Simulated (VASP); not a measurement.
# HfN (P6_3/mmc) in VASP: a series of runs

HfN is run at these levels: PBE+D3(BJ), PBE; tasks: single point.

Everything below comes from runs of VASP 6.6.1. Logs are shortened: lines on timing, memory, paths and dates and some standing lists are left out, and cuts for length are marked.

## 1. The cell of the first run

Symmetry: P6_3/mmc, No. 194, hexagonal system. Conventional cell: a = 3.134 Å, b = 3.134 Å, c = 5.417 Å, α = 90.00°, β = 90.00°, γ = 120.00°. Within 3.0 Å of Hf (site symmetry -6m2) lie 6 N at 2.26 Å. N (site symmetry -3m) has 6 Hf at 2.26 Å and 2 N at 2.71 Å within 3.0 Å.

## 2. Single point, PBE+D3(BJ)

The input, INCAR:

```
SYSTEM = HfN
PREC = Accurate
ENCUT = 600
EDIFF = 1E-6
ISMEAR = 0
SIGMA = 0.1
LREAL = .FALSE.
LASPH = .TRUE.
NELM = 120
ALGO = Normal
ISIF = 2
LWAVE = .FALSE.
LCHARG = .TRUE.
GGA = PE
IVDW = 12
LELF = .TRUE.
LVHAR = .TRUE.
NBANDS = 23
GGA_COMPAT = .FALSE.
```

The input, KPOINTS:

```
regular mesh
0
G
  6 6 4
  0 0 0
```

The input, POSCAR:

```
HfN
1.0
    3.1339080219      0.0000000000      0.0000000000
   -1.5669540110      2.7140439601      0.0000000000
    0.0000000000      0.0000000000      5.4167677200
Hf N
2 2
Direct
    0.6666666667      0.3333333333      0.7500000000
    0.3333333333      0.6666666667      0.2500000000
    0.0000000000      0.0000000000      0.0000000000
    0.0000000000      0.0000000000      0.5000000000
```

Potentials or basis: VASP PAW PBE potentials, release 64 (Hf_pv, N).

Launch:

```console
> cat potpaw_PBE.64/Hf_pv/POTCAR potpaw_PBE.64/N/POTCAR > POTCAR
> mpirun -np 1 vasp_std > vasp.out
```

OUTCAR:

```text
SYSTEM = HfN
   PREC = Accurate
   ENCUT = 600
   EDIFF = 1E-6
   ISMEAR = 0
   LREAL = .FALSE.
   LASPH = .TRUE.
   NELM = 120
   ISIF = 2
   GGA = PE
   IVDW = 12
 IVDW          = 12

 ion  position               nearest neighbor table
   1  0.667  0.333  0.750-   3 2.26   4 2.26   3 2.26   4 2.26   3 2.26   4 2.26   2 3.26   2 3.26
                             2 3.26   2 3.26   2 3.26   2 3.26
   2  0.333  0.667  0.250-   3 2.26   4 2.26   3 2.26   4 2.26   3 2.26   4 2.26   1 3.26   1 3.26
                             1 3.26   1 3.26   1 3.26   1 3.26
   3  0.000  0.000  0.000-   1 2.26   2 2.26   1 2.26   2 2.26   1 2.26   2 2.26
   4  0.000  0.000  0.500-   1 2.26   2 2.26   1 2.26   2 2.26   1 2.26   2 2.26

  LATTYP: Found a hexagonal cell.
 ALAT       =     3.1339080219
 C/A-ratio  =     1.7284386402

  Lattice vectors:

 A1 = (   3.1339080219,   0.0000000000,   0.0000000000)
 A2 = (  -1.5669540110,   2.7140439601,   0.0000000000)
 A3 = (   0.0000000000,   0.0000000000,   5.4167677200)

Analysis of symmetry for initial positions (statically):
=====================================================================
 Subroutine PRICEL returns:
 Original cell was already a primitive cell.

 Routine SETGRP: Setting up the symmetry group for a
 hexagonal supercell.

 Subroutine GETGRP returns: Found 24 space group operations
 (whereof 12 operations were pure point group operations)
 out of a pool of 24 trial point group operations.

The static configuration has the point symmetry D_3d.
 The point group associated with its full space group is D_6h.

Analysis of symmetry for dynamics (positions and initial velocities):
=====================================================================
 Subroutine PRICEL returns:
 Original cell was already a primitive cell.

 Routine SETGRP: Setting up the symmetry group for a
 hexagonal supercell.

 Subroutine GETGRP returns: Found 24 space group operations
 (whereof 12 operations were pure point group operations)
 out of a pool of 24 trial point group operations.

The dynamic configuration has the point symmetry D_3d.
 The point group associated with its full space group is D_6h.

 Subroutine INISYM returns: Found 24 space group operations
 (whereof 12 operations are pure point group operations),
 and found     1 'primitive' translations

----------------------------------------------------------------------------------------

                                     Primitive cell

  volume of cell :      46.0727

  direct lattice vectors                    reciprocal lattice vectors
     3.133908022  0.000000000  0.000000000     0.319090411  0.184226935  0.000000000
    -1.566954011  2.714043960  0.000000000     0.000000000  0.368453870  0.000000000
     0.000000000  0.000000000  5.416767720     0.000000000  0.000000000  0.184611940

  length of vectors
     3.133908022  3.133908022  5.416767720     0.368453870  0.368453870  0.184611940

  position of ions in fractional coordinates (direct lattice)
     0.666666667  0.333333333  0.750000000
     0.333333333  0.666666667  0.250000000
     0.000000000  0.000000000  0.000000000
     0.000000000  0.000000000  0.500000000

  ion indices of the primitive-cell ions
   primitive index   ion index
                 1           1
                 2           2
                 3           3
                 4           4

----------------------------------------------------------------------------------------

 KPOINTS: regular mesh

Automatic generation of k-mesh.
 Grid dimensions read from file:
 generate k-points for:    6    6    4

 Generating k-lattice:

  Cartesian coordinates                     Fractional coordinates (reciprocal lattice)
     0.053181735  0.030704489  0.000000000     0.166666667  0.000000000  0.000000000
     0.000000000  0.061408978  0.000000000     0.000000000  0.166666667  0.000000000
     0.000000000  0.000000000  0.046152985     0.000000000  0.000000000  0.250000000

  Length of vectors
     0.061408978  0.061408978  0.046152985

  Shift w.r.t. Gamma in fractional coordinates (k-lattice)
     0.000000000  0.000000000  0.000000000

 Subroutine IBZKPT returns following result:
 ===========================================

 Found     21 irreducible k-points:

 Following reciprocal coordinates:
            Coordinates               Weight
  0.000000  0.000000  0.000000      1.000000
  0.166667  0.000000  0.000000      6.000000
  0.333333  0.000000  0.000000      6.000000
  0.500000  0.000000  0.000000      3.000000
  0.166667  0.166667  0.000000      6.000000
  0.333333  0.166667  0.000000     12.000000
[... 13 lines left out ...]
  0.333333  0.166667  0.500000     12.000000
  0.333333  0.333333  0.500000      2.000000
   k-points           NKPTS =     21   k-points in BZ     NKDIM =     21   number of bands    NBANDS=     23
   number of dos      NEDOS =    301   number of ions     NIONS =      4
   total plane-waves  NPLWV =  37632
   dimension x,y,z NGX =    28 NGY =   28 NGZ =   48
   dimension x,y,z NGXF=    56 NGYF=   56 NGZF=   96
   ions per type =               2   2
   NGX,Y,Z   is equivalent  to a cutoff of  14.85, 14.85, 14.73 a.u.
   NGXF,Y,Z  is equivalent  to a cutoff of  29.71, 29.71, 29.46 a.u.
 SYSTEM =  HfN
   PREC   = accura    normal or accurate (medium, high low for compatibility)
   ISTART =      0    job   : 0-new  1-cont  2-samecut
   ICHARG =      2    charge: 1-file 2-atom 10-const
   ISPIN  =      1    spin polarized calculation?
   LNONCOLLINEAR =      F non collinear calculations
   LSORBIT =      F    spin-orbit coupling
   LASPH  =      T    aspherical Exc in radial PAW
   ENCUT  =  600.0 eV  44.10 Ry    6.64 a.u.   6.26  6.26 10.82*2*pi/ulx,y,z
   NELM   =    120;   NELMIN=  2; NELMDL= -5     # of ELM steps
   EDIFF  = 0.1E-05   stopping-criterion for ELM
   LREAL  =      F    real-space projection
   EDIFFG = 0.1E-04   stopping-criterion for IOM
   NSW    =      0    number of steps for IOM
   IBRION =     -1    ionic relax: 0-MD 1-quasi-New 2-CG
   NFREE  =      0    steps in history (QN), initial steepest desc. (CG)
   ISIF   =      2    stress and relaxation
   ISYM   =      2    0-nonsym 1-usesym 2-fastsym
   POTIM  = 0.5000    time-step for ionic-motion
   TEBEG  =    0.0;   TEEND  =   0.0 temperature during run
   PSTRESS=    0.0 pullay stress
   NELECT =      30.0000    total number of electrons
   NUPDOWN=      -1.0000    fix difference up-down
   EMIN   =  10.00;   EMAX   =-10.00  energy-range for DOS
   EFERMI =   0.00;   METHOD = LEGACY
   ISMEAR =     0;   SIGMA  =   0.10  broadening in eV -4-tet -1-fermi 0-gaus
   EFERMI_NEDOS =   21; number of points for ismear=-14 and -15
   IALGO  =     38    algorithm
   IMIX   =      4    mixing-type and parameters
     AMIX     =   0.40;   BMIX     =  1.00
     AMIX_MAG =   1.60;   BMIX_MAG =  1.00
  volume/ion in A,a.u.               =      11.52        77.73
  Fermi-wavevector in a.u.,A,eV,Ry     =   1.418951  2.681429 27.394278  2.013423
  Thomas-Fermi vector in A             =   2.540023
   LORBIT       =      0    0 simple, 1 ext, 2 COOP (PROOUT), +10 PAW based schemes
   GGA     = PE    functional components
   LHFCALC =     F    Hartree Fock is set to
   AEXX    =    0.0000 exact exchange contribution
   IVDW    =    12    specifies the selected vdW correction
   LEPSILON=     F    determine dielectric tensor
   LRPA    =     F    only Hartree local field effects (RPA)
 non-spin polarized calculation
 Gauss-broadening in eV      SIGMA  =   0.10
  energy-cutoff  :      600.00
  volume of cell :       46.07
 maximum number of plane-waves:      1581
 NGX is ok and might be reduce to    28
   NGX = 13   NGY = 13   NGZ = 21

 number of electron      29.9999998 magnetization

 Free energy of the ion-electron system (eV)
  ---------------------------------------------------
  ext. energy  EPLUGINS =         0.00000000
  ---------------------------------------------------
  free energy    TOTEN  =       -43.39043855 eV

  energy without entropy =      -43.38077689  energy(sigma->0) =      -43.38560772

 E-fermi :   7.7871     XC(G=0): -12.7446

 val. band max:        7.7704483133   @ k =   0.3333   0.1667   0.5000
 cond. band min:       8.0541022156   @ k =   0.3333   0.3333   0.0000
 fundamental gap:      0.2836539023
 Fermi energy:         7.7871070929

 k-point     1 :       0.0000    0.0000    0.0000
  band No.  band energies     occupation
      1     -23.7804      2.00000
      2     -22.9222      2.00000
      3     -22.8223      2.00000
      4     -22.8223      2.00000
      5     -22.7618      2.00000
      6     -22.7618      2.00000
[... 15 lines left out ...]
     22      13.5612      0.00000
     23      13.5612      0.00000

 k-point     2 :       0.1667    0.0000    0.0000
  band No.  band energies     occupation
      1     -23.6853      2.00000
      2     -23.0490      2.00000
      3     -22.9679      2.00000
      4     -22.9325      2.00000
      5     -22.8881      2.00000
      6     -22.7866      2.00000
[... 15 lines left out ...]
     22      12.7916      0.00000
     23      13.1145      0.00000

 k-point     3 :       0.3333    0.0000    0.0000
  band No.  band energies     occupation
      1     -23.4945      2.00000
      2     -23.4615      2.00000
      3     -23.3354      2.00000
      4     -23.0030      2.00000
      5     -22.9828      2.00000
      6     -22.8502      2.00000
[... 15 lines left out ...]
     22      13.6316      0.00000
     23      14.1022      0.00000
[... 417 lines left out ...]
 k-point    20 :       0.3333    0.1667    0.5000
  band No.  band energies     occupation
      1     -23.5904      2.00000
      2     -23.5904      2.00000
      3     -23.1702      2.00000
      4     -23.1702      2.00000
      5     -23.0007      2.00000
      6     -23.0007      2.00000
[... 15 lines left out ...]
     22      13.7619      0.00000
     23      14.6295      0.00000

 k-point    21 :       0.3333    0.3333    0.5000
  band No.  band energies     occupation
      1     -23.4509      2.00000
      2     -23.4509      2.00000
      3     -23.4105      2.00000
      4     -23.4105      2.00000
      5     -23.0040      2.00000
      6     -23.0040      2.00000
[... 15 lines left out ...]
     22      14.0546      0.00000
     23      14.5609      0.00000

------------------------ aborting loop because EDIFF is reached ----------------------------------------

 Edisp (eV)   -1.54509

 E8    (eV) :    -0.7250

  FORCE on cell =-STRESS in cart. coord.  units (eV):
  Direction    XX          YY          ZZ          XY          YZ          ZX
  --------------------------------------------------------------------------------------
  -------------------------------------------------------------------------------------
  Total      -0.65020    -0.65020    -0.25345     0.00000     0.00000    -0.00000
  in kB     -22.61066   -22.61066    -8.81379     0.00000     0.00000    -0.00000
  external pressure =      -18.01 kB  Pullay stress =        0.00 kB

 VOLUME and BASIS-vectors are now :
 -----------------------------------------------------------------------------
  energy-cutoff  :      600.00
  volume of cell :       46.07
      direct lattice vectors                 reciprocal lattice vectors
     3.133908022  0.000000000  0.000000000     0.319090411  0.184226935  0.000000000
    -1.566954011  2.714043960  0.000000000     0.000000000  0.368453870  0.000000000
     0.000000000  0.000000000  5.416767720     0.000000000  0.000000000  0.184611940

 POSITION                                       TOTAL-FORCE (eV/Angst)
 -----------------------------------------------------------------------------------
      1.56695      0.90468      4.06258        -0.000000      0.000000      0.000000
     -0.00000      1.80936      1.35419         0.000000     -0.000000      0.000000
      0.00000      0.00000      0.00000        -0.000000      0.000000      0.000000
      0.00000      0.00000      2.70838        -0.000000      0.000000      0.000000
 -----------------------------------------------------------------------------------
    total drift:                                0.000000     -0.000000      0.000000

  FREE ENERGIE OF THE ION-ELECTRON SYSTEM (eV)
  ---------------------------------------------------
  free  energy   TOTEN  =       -44.9355280368 eV

  energy  without entropy=      -44.9258663779  energy(sigma->0) =      -44.93069721
```

It took 36 s on 1 thread of Intel Xeon 6975P-C, shared host; peak memory 0.2 GiB.

What came out:

```yaml
Free_energy: -44.9355 eV
Pressure: -1.8 GPa
Band_gap_on_the_k_mesh: zero (band 15 reaches 9.80 eV, above the bottom of band 16 at 7.49 eV)
Dispersion_energy_per_atom: -0.386 eV
```

Stress tensor (GPa, compression positive):
```
-2.26  0.00  0.00
 0.00 -2.26  0.00
 0.00  0.00 -0.88
```

Caveat: the k points lie up to 0.39 Å⁻¹ apart; three body term missing; spin-orbit coupling is left out, which moves the levels of the heavy elements; pairwise dispersion overbinds metals, which lowers pressure and volume.

(Continued in part 2 of 2.)
